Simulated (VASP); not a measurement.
# ScAlH6 (P1) in VASP: relaxation of cell and atoms with PBEsol

Aim: the relaxation of cell and atoms of ScAlH6 with PBEsol.

All numbers are computed with VASP 6.6.1; they aren't measurements. Logs are shortened: lines on timing, memory, paths and dates and some standing lists are left out, and cuts for length are marked.

## Step 1: The cell of the first run

The typed cell holds 8 atoms: a = 5.020 Å, b = 3.870 Å, c = 3.904 Å, α = 81.94°, β = 77.10°, γ = 49.15°.

## Step 2: Relaxation of cell and atoms, PBEsol

File INCAR:

```
ALGO = Normal ; EDIFF = 1E-7
EDIFFG = -0.01 ; ENCUT = 600
GGA = PS ; IBRION = 2
ISIF = 3 ; ISMEAR = -1
LASPH = True ; LCHARG = False
LREAL = False ; LWAVE = False
NELM = 80 ; NSW = 100
PREC = Accurate ; SIGMA = 0.05
```

File KPOINTS:

```
k-points
0
Gamma
  6 6 6
```

File POSCAR:

```
ScAlH6
1.0
    4.9974498550      0.1452787170      0.4556094034
    2.5057079399      2.9024891780     -0.5202884375
    0.5059881826      0.9648129933      3.7488100544
Sc Al H
1 1 6
Direct
    0.0374444757     -0.0787111570      0.0451277754
    0.5308368338     -0.0360680749      0.5153946218
    0.8887262664      0.5386450580      0.2655514490
    0.1244401286      0.4591634523      0.7659271393
    0.5821035983      0.6579338168      0.9040292645
    0.3979026408      0.2822198933      0.1857160144
    0.2259699860     -0.1468628832      0.4407822537
    0.8009139460      1.1275274567      0.4494580234
```

Potentials or basis: VASP PAW PBE potentials, release 64 (Sc_sv, Al, H).

Launch:

```console
$ cat potpaw_PBE.64/Sc_sv/POTCAR potpaw_PBE.64/Al/POTCAR potpaw_PBE.64/H/POTCAR > POTCAR
$ mpirun -np 1 vasp_std > vasp.out
```

OUTCAR:

```text
EDIFF = 1E-7
   EDIFFG = -0.01
   ENCUT = 600
   GGA = PS
   IBRION = 2
   ISIF = 3
   ISMEAR = -1
   LASPH = True
   LREAL = False
   NELM = 80
   NSW = 100
   PREC = Accurate

 ion  position               nearest neighbor table
   1  0.037  0.921  0.045-   8 1.68   7 1.89   4 1.97   6 1.97   3 2.07   5 2.16   2 2.70   2 2.93
                             2 3.37
   2  0.531  0.964  0.515-   6 1.58   3 1.64   5 1.74   8 1.80   4 1.82   7 1.92   1 2.70   1 2.93
                             1 3.37
   3  0.889  0.539  0.266-   2 1.64   1 2.07
   4  0.124  0.459  0.766-   2 1.82   1 1.97
   5  0.582  0.658  0.904-   2 1.74   1 2.16
   6  0.398  0.282  0.186-   2 1.58   1 1.97
   7  0.226  0.853  0.441-   1 1.89   2 1.92
   8  0.801  0.128  0.449-   1 1.68   2 1.80

  Warning from LATTYP: Got some problem with cell dimensions!
  Tried to take original basis but could not verify dimensions!
  LATTYP: Found a triclinic cell.
 ALAT       =     5.0483382042
 B/A-ratio  =     0.7611043784
 C/A-ratio  =     1.1626372311
 COS(alpha) =     0.0003498252
 COS(beta)  =     0.5860861077
 COS(gamma) =     0.6446419815

  Lattice vectors:

 A1 = (   1.9857537325,  -3.7220234543,  -2.7729122135)
 A2 = (   2.4917419151,  -2.7572104610,   0.9758978409)
 A3 = (  -3.0116961225,  -3.8673021713,  -3.2285216169)

Analysis of symmetry for initial positions (statically):
=====================================================================
 Subroutine PRICEL returns:
 Original cell was already a primitive cell.

 Routine SETGRP: Setting up the symmetry group for a
 triclinic supercell.

 Subroutine GETGRP returns: Found  1 space group operations
 (whereof  1 operations were pure point group operations)
 out of a pool of  2 trial point group operations.

The static configuration has the point symmetry C_1 .

Analysis of symmetry for dynamics (positions and initial velocities):
=====================================================================
 Subroutine PRICEL returns:
 Original cell was already a primitive cell.

 Routine SETGRP: Setting up the symmetry group for a
 triclinic supercell.

 Subroutine GETGRP returns: Found  1 space group operations
 (whereof  1 operations were pure point group operations)
 out of a pool of  2 trial point group operations.

The dynamic configuration has the point symmetry C_1 .

 Subroutine INISYM returns: Found  1 space group operations
 (whereof  1 operations are pure point group operations),
 and found     1 'primitive' translations

----------------------------------------------------------------------------------------

                                     Primitive cell

  volume of cell :      55.9147

  direct lattice vectors                    reciprocal lattice vectors
     4.997449855  0.145278717  0.455609403     0.203575461 -0.172703819  0.016970748
     2.505707940  2.902489178 -0.520288437    -0.001878655  0.330931864 -0.084916755
     0.505988183  0.964812993  3.748810054    -0.025002157  0.066918703  0.252903387

  length of vectors
     5.020277969  3.869588578  3.903903812     0.267502492  0.341658138  0.262799056

  position of ions in fractional coordinates (direct lattice)
     0.037444476  0.921288843  0.045127775
     0.530836834  0.963931925  0.515394622
     0.888726266  0.538645058  0.265551449
     0.124440129  0.459163452  0.765927139
     0.582103598  0.657933817  0.904029264
     0.397902641  0.282219893  0.185716014
     0.225969986  0.853137117  0.440782254
     0.800913946  0.127527457  0.449458023

  ion indices of the primitive-cell ions
   primitive index   ion index
                 1           1
                 2           2
                 3           3
                 4           4
                 5           5
                 6           6
                 7           7
                 8           8

----------------------------------------------------------------------------------------

 KPOINTS: k-points

Automatic generation of k-mesh.
 Grid dimensions read from file:
 generate k-points for:    6    6    6

 Generating k-lattice:

  Cartesian coordinates                     Fractional coordinates (reciprocal lattice)
     0.033929243 -0.028783970  0.002828458     0.166666667 -0.000000000 -0.000000000
    -0.000313109  0.055155311 -0.014152793     0.000000000  0.166666667  0.000000000
    -0.004167026  0.011153117  0.042150565     0.000000000 -0.000000000  0.166666667

  Length of vectors
     0.044583749  0.056943023  0.043799843

  Shift w.r.t. Gamma in fractional coordinates (k-lattice)
     0.000000000  0.000000000  0.000000000

 Subroutine IBZKPT returns following result:
 ===========================================

 Found    112 irreducible k-points:

 Following reciprocal coordinates:
            Coordinates               Weight
  0.000000  0.000000  0.000000      1.000000
  0.166667  0.000000 -0.000000      2.000000
  0.333333  0.000000 -0.000000      2.000000
  0.500000  0.000000 -0.000000      1.000000
  0.000000  0.166667 -0.000000      2.000000
  0.166667  0.166667 -0.000000      2.000000
[... 16 lines left out ...]
  0.333333  0.000000  0.166667      2.000000
  0.500000  0.000000  0.166667      2.000000
 [... further k-points ...]
   k-points           NKPTS =    112   k-points in BZ     NKDIM =    112   number of bands    NBANDS=     15
   number of dos      NEDOS =    301   number of ions     NIONS =      8
   total plane-waves  NPLWV =  40960
   dimension x,y,z NGX =    40 NGY =   32 NGZ =   32
   dimension x,y,z NGXF=    80 NGYF=   64 NGZF=   64
   ions per type =               1   1   6
   NGX,Y,Z   is equivalent  to a cutoff of  13.25, 13.75, 13.63 a.u.
   NGXF,Y,Z  is equivalent  to a cutoff of  26.49, 27.50, 27.25 a.u.
 SYSTEM =  unknown system
   PREC   = accura    normal or accurate (medium, high low for compatibility)
   ISTART =      0    job   : 0-new  1-cont  2-samecut
   ICHARG =      2    charge: 1-file 2-atom 10-const
   ISPIN  =      1    spin polarized calculation?
   LNONCOLLINEAR =      F non collinear calculations
   LSORBIT =      F    spin-orbit coupling
   LASPH  =      T    aspherical Exc in radial PAW
   ENCUT  =  600.0 eV  44.10 Ry    6.64 a.u.  10.03  7.73  7.80*2*pi/ulx,y,z
   NELM   =     80;   NELMIN=  2; NELMDL= -5     # of ELM steps
   EDIFF  = 0.1E-06   stopping-criterion for ELM
   LREAL  =      F    real-space projection
   EDIFFG = -.1E-01   stopping-criterion for IOM
   NSW    =    100    number of steps for IOM
   IBRION =      2    ionic relax: 0-MD 1-quasi-New 2-CG
   NFREE  =      1    steps in history (QN), initial steepest desc. (CG)
   ISIF   =      3    stress and relaxation
   ISYM   =      2    0-nonsym 1-usesym 2-fastsym
   POTIM  = 0.5000    time-step for ionic-motion
   TEBEG  =    0.0;   TEEND  =   0.0 temperature during run
   PSTRESS=    0.0 pullay stress
   NELECT =      20.0000    total number of electrons
   NUPDOWN=      -1.0000    fix difference up-down
   EMIN   =  10.00;   EMAX   =-10.00  energy-range for DOS
   EFERMI =   0.00;   METHOD = LEGACY
   ISMEAR =    -1;   SIGMA  =   0.05  broadening in eV -4-tet -1-fermi 0-gaus
   EFERMI_NEDOS =   21; number of points for ismear=-14 and -15
   IALGO  =     38    algorithm
   IMIX   =      4    mixing-type and parameters
     AMIX     =   0.40;   BMIX     =  1.00
     AMIX_MAG =   1.60;   BMIX_MAG =  1.00
  volume/ion in A,a.u.               =       6.99        47.17
  Fermi-wavevector in a.u.,A,eV,Ry     =   1.162098  2.196047 18.374289  1.350472
  Thomas-Fermi vector in A             =   2.298663
   LORBIT       =      0    0 simple, 1 ext, 2 COOP (PROOUT), +10 PAW based schemes
   GGA     = PS    functional components
   LHFCALC =     F    Hartree Fock is set to
   AEXX    =    0.0000 exact exchange contribution
   IVDW    =     0    specifies the selected vdW correction
   LEPSILON=     F    determine dielectric tensor
   LRPA    =     F    only Hartree local field effects (RPA)
 conjugate gradient relaxation of ions
 non-spin polarized calculation
  energy-cutoff  :      600.00
  volume of cell :       55.91
 maximum number of plane-waves:      1882
   NGX = 21   NGY = 15   NGZ = 15

--------------------------------------- Ionic step        1  -------------------------------------------

 number of electron      19.9999999 magnetization

 Free energy of the ion-electron system (eV)
  ---------------------------------------------------
  ext. energy  EPLUGINS =         0.00000000
  ---------------------------------------------------
  free energy    TOTEN  =       -31.11078345 eV

  energy without entropy =      -31.11078344  energy(sigma->0) =      -31.11078345

------------------------ aborting loop because EDIFF is reached ----------------------------------------

  FORCE on cell =-STRESS in cart. coord.  units (eV):
  Direction    XX          YY          ZZ          XY          YZ          ZX
  --------------------------------------------------------------------------------------
  -------------------------------------------------------------------------------------
  Total        0.6499422      0.9399724      4.3523533     -1.2681871      1.2382775     -0.3609445
  in kB       18.6234134     26.9339261    124.7121279    -36.3385752     35.4815455    -10.3424880
  external PRESSURE =      56.7564891 kB  Pullay stress =       0.0000000 kB
[... 107 lines left out ...]
  FREE ENERGIE OF THE ION-ELECTRON SYSTEM (eV)
  ---------------------------------------------------
  free  energy   TOTEN  =       -31.6100919695 eV

  energy  without entropy=      -31.6100904765  energy(sigma->0) =      -31.61009122

[... ionic steps 4 to 28 ...]

--------------------------------------- Ionic step       29  -------------------------------------------

 number of electron      19.9999999 magnetization

------------------------ aborting loop because EDIFF is reached ----------------------------------------
[... 79 lines left out ...]
--------------------------------------- Ionic step       31  -------------------------------------------

 number of electron      19.9999999 magnetization

 Free energy of the ion-electron system (eV)
  ---------------------------------------------------
  ext. energy  EPLUGINS =         0.00000000
  ---------------------------------------------------
  free energy    TOTEN  =       -31.98957941 eV

  energy without entropy =      -31.98957926  energy(sigma->0) =      -31.98957933

 E-fermi :   4.2653     XC(G=0): -10.4271

 val. band max:        3.6176628887   @ k =   0.5000   0.0000  -0.0000
 cond. band min:       4.8918823521   @ k =   0.5000   0.0000   0.5000
 fundamental gap:      1.2742194634
 Fermi energy:         4.2652577552

 k-point     1 :       0.0000    0.0000    0.0000
  band No.  band energies     occupation
      1     -45.4730      2.00000
      2     -24.1983      2.00000
      3     -24.1734      2.00000
      4     -24.1674      2.00000
      5      -6.7721      2.00000
      6       0.0256      2.00000
      7       0.0384      2.00000
      8       1.1221      2.00000
      9       2.0074      2.00000
     10       2.0845      2.00000
     11       4.8963      0.00001
     12       5.8595      0.00000
     13       5.8700      0.00000
     14       8.6548      0.00000
[... 401 lines left out ...]
      2     -24.2367      2.00000
      3     -24.1955      2.00000
      4     -24.1684      2.00000
      5      -4.5198      2.00000
      6      -3.5908      2.00000
      7      -0.2973      2.00000
      8       0.2802      2.00000
      9       2.7556      2.00000
     10       2.9786      2.00000
     11       5.4347      0.00000
     12       6.3801      0.00000
     13       6.6369      0.00000
     14       7.2491      0.00000
     15       8.2068      0.00000

 [... further k-points ...]
[... 5 lines left out ...]
  --------------------------------------------------------------------------------------
  -------------------------------------------------------------------------------------
  Total        0.0032135     -0.0025085     -0.0049694      0.0002756     -0.0040114     -0.0041218
  in kB        0.0916146     -0.0715164     -0.1416734      0.0078568     -0.1143611     -0.1175093
  external PRESSURE =      -0.0405251 kB  Pullay stress =       0.0000000 kB
[... 23 lines left out ...]
  FREE ENERGIE OF THE ION-ELECTRON SYSTEM (eV)
  ---------------------------------------------------
  free  energy   TOTEN  =       -31.9895794115 eV

  energy  without entropy=      -31.9895792583  energy(sigma->0) =      -31.98957933

 reached required accuracy - stopping structural energy minimisation
```

It took 22 min on 1 thread of Intel Xeon Platinum 8488C (Sapphire Rapids), shared host; peak memory 0.29 GiB.

What came out:

```
Free energy                           : -31.9896 eV
Relaxed volume                        : 7.02 Å³/atom
Relaxed cell                          : a = 5.067 Å, b = 3.861 Å, c = 3.882 Å, α = 81.85°, β = 77.26°, γ = 49.33°
Space group after relaxing (to 0.1 Å) : P1 (No. 1)
Energy gained by relaxing             : 109.8 meV/atom
Ionic steps                           : 31
Pressure after relaxing               : 0.0 GPa
Largest force after relaxing          : 0.010 eV/Å
Band gap on the k mesh                : 1.27 eV (least direct gap 1.65 eV)
```

Forces on the atoms (eV/Å):
```
Sc  -0.001  0.000 -0.005
Al  -0.007  0.006  0.002
H   -0.001 -0.006 -0.001
H    0.000 -0.001  0.002
H    0.002  0.003 -0.003
H    0.003  0.000  0.000
H    0.000  0.000  0.001
H    0.004 -0.002  0.004
```

Step by step:
| step | energy change (eV) | largest force (eV/Å) | pressure (GPa) | volume (Å³) |
| --- | --- | --- | --- | --- |
| 1 | 0.0000 | 2.5130 | 5.68 | 55.91 |
| 2 | -0.4957 | 0.8525 | -1.66 | 57.93 |
| 3 | -0.4993 | 1.0510 | -2.14 | 58.16 |
| 4 | -0.6576 | 0.4676 | -1.29 | 57.73 |
| 5 | -0.7361 | 0.4650 | 0.50 | 57.11 |
| 6 | -0.7903 | 0.3652 | 0.11 | 57.16 |
| 7 | -0.8107 | 0.5585 | -0.12 | 57.20 |
| 8 | -0.8466 | 0.1968 | -0.69 | 57.16 |
| 9 | -0.8470 | 0.2718 | -0.74 | 57.16 |
| 10 | -0.8596 | 0.1149 | -0.19 | 56.70 |
| 11 | -0.8623 | 0.2198 | 0.24 | 56.37 |
| 12 | -0.8705 | 0.1301 | 0.23 | 56.24 |
| 13 | -0.8725 | 0.1572 | 0.25 | 56.14 |
| 14 | -0.8760 | 0.1404 | -0.01 | 56.27 |
| 15 | -0.8760 | 0.1233 | 0.01 | 56.26 |
| 16 | -0.8773 | 0.0570 | -0.04 | 56.31 |
| 17 | -0.8773 | 0.0500 | -0.03 | 56.31 |
| 18 | -0.8779 | 0.0254 | -0.01 | 56.30 |
| 19 | -0.8780 | 0.0343 | 0.01 | 56.29 |
| 20 | -0.8783 | 0.0222 | -0.06 | 56.29 |
| 21 | -0.8783 | 0.0376 | -0.08 | 56.29 |
| 22 | -0.8785 | 0.0143 | -0.04 | 56.24 |
| 23 | -0.8785 | 0.0232 | -0.03 | 56.23 |
| 24 | -0.8786 | 0.0106 | 0.04 | 56.18 |
| 25 | -0.8786 | 0.0130 | 0.08 | 56.16 |
| 26 | -0.8787 | 0.0104 | 0.02 | 56.19 |
| 27 | -0.8788 | 0.0101 | -0.01 | 56.20 |
| 28 | -0.8788 | 0.0151 | -0.07 | 56.23 |
| 29 | -0.8788 | 0.0102 | -0.03 | 56.21 |
| 30 | -0.8788 | 0.0105 | 0.00 | 56.20 |
| 31 | -0.8788 | 0.0098 | 0.00 | 56.20 |

Final structure:
```
Sc Al H
1.0
     5.04596    0.11072    0.45082
     2.50973    2.88857   -0.51722
     0.50562    0.96394    3.72644
Sc Al H
1 1 6
Direct
  0.02726 0.95502 0.02344
  0.50762 0.98122 0.50829
  0.88746 0.54961 0.24090
  0.12987 0.40794 0.77887
  0.55435 0.66183 0.88645
  0.45634 0.29646 0.12896
  0.24397 0.86450 0.45408
  0.78147 0.08728 0.55100
```

Levels at points of the mesh, in eV from the valence-band top:
```
           k point  band 8  band 9  band 10  band 11  band 12  band 13
(0.00, 0.00, 0.00)   -2.50   -1.61    -1.53     1.28     2.24     2.25
(0.50, 0.00, 0.00)   -2.66   -0.98     0.00     1.69     2.16     2.93
(0.00, 0.50, 0.00)   -4.57   -1.28    -0.99     1.30     2.85     3.04
(0.50, 0.50, 0.00)   -2.68   -0.98    -0.07     1.67     2.21     2.96
(0.00, 0.00, 0.50)   -2.64   -0.92     0.00     1.65     2.20     2.93
(0.50, 0.00, 0.50)   -4.57   -1.21    -0.93     1.27     2.83     3.01
(0.00, 0.50, 0.50)   -4.51   -4.19    -4.18     2.63     2.87     2.93
(0.50, 0.50, 0.50)   -4.54   -1.26    -1.07     1.34     2.84     3.04
```

Caveat: the PAW data sets were made with another functional, which shifts forces and pressure a little. A k mesh can miss the band edges.
